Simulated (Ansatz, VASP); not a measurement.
ZnSe: VASP beside Ansatz

Contents of INCAR:

```
SYSTEM = ZnSe
  PREC = Accurate
  ENCUT = 600
  EDIFF = 1E-6
  ISMEAR = 0
  SIGMA = 0.02
  LREAL = .False.
  LASPH = .True.
  NELM = 100
  ALGO = Normal
  ISIF = 3
  LWAVE = .False.
  LCHARG = .False.
  GGA = CA
  IBRION = 2
  NSW = 100
  EDIFFG = -0.002
```

The input KPOINTS:

```
regular mesh
0
Gamma
  12 12 12
  0 0 0
```

The input POSCAR:

```
ZnSe
1.0
    0.0000000000      2.8324425400      2.8324425400
    2.8324425400      0.0000000000      2.8324425400
    2.8324425400      2.8324425400      0.0000000000
Zn Se
1 1
Direct
    0.0000000000      0.0000000000      0.0000000000
    0.2500000000      0.2500000000      0.2500000000
```

Input for Ansatz:

```yaml
crystal:
  lattice:
    - [0.0, 2.83244254, 2.83244254]
    - [2.83244254, 0.0, 2.83244254]
    - [2.83244254, 2.83244254, 0.0]
  atoms:
    - { symbol: Zn, position: [0.0, 0.0, 0.0] }
    - { symbol: Se, position: [0.25, 0.25, 0.25] }
basis:
  ecutwfc: 420
kpoints:
  mp_grid: { grid: [12, 12, 12] }
hamiltonian:
  xc: lda
  pseudopotentials: { kind: paw, azcp: { folder: soft_1 } }
scf:
  occupations: { method: gaussian, width: 0.02 }
output:
  forces: true
  stress: true
  eigenvalues: true
  write_density: true
  write_potential: true
  elf: true
  volumetric_format: npy
relax:
  adjacent_minimum: "off"
  f_tol: 0.002
  max_steps: 80
  cell: { stress_tol: 0.02 }
```

Alike in both runs: task relaxation of cell and atoms; functional LDA; k mesh 12 × 12 × 12; occupations gaussian, width 0.02 eV; no spin polarisation.

|  | VASP | Ansatz |
| --- | --- | --- |
| version | VASP 6.6.1 | Ansatz 0.2.0 |
| potentials or method | VASP PAW LDA potentials, release 64 (Zn, Se), cutoff 600 eV | scalar-relativistic, plane waves, PAW |
| valence electrons in the cell | 18 | 28 |

|  | VASP | Ansatz | Ansatz less VASP |
| --- | --- | --- | --- |
| gap on the k mesh at the Fermi level, each at its own relaxed structure (eV) | 1.27 | 1.25 | -0.024 |
| relaxed volume (Å³/atom) | 21.67 | 21.57 | -0.101 |
| relaxed cell length with the largest relative difference (Å) | 3.943 | 3.937 | -0.0061 |

Ansatz warns that its potentials were made for another functional, while VASP's fit it. LDA's correlation is that of Perdew and Zunger in VASP and of Perdew and Wang (1992) in Ansatz. VASP's potentials hold 18 valence electrons a cell and Ansatz's 28, so a difference there can come from the potentials and not from the codes.
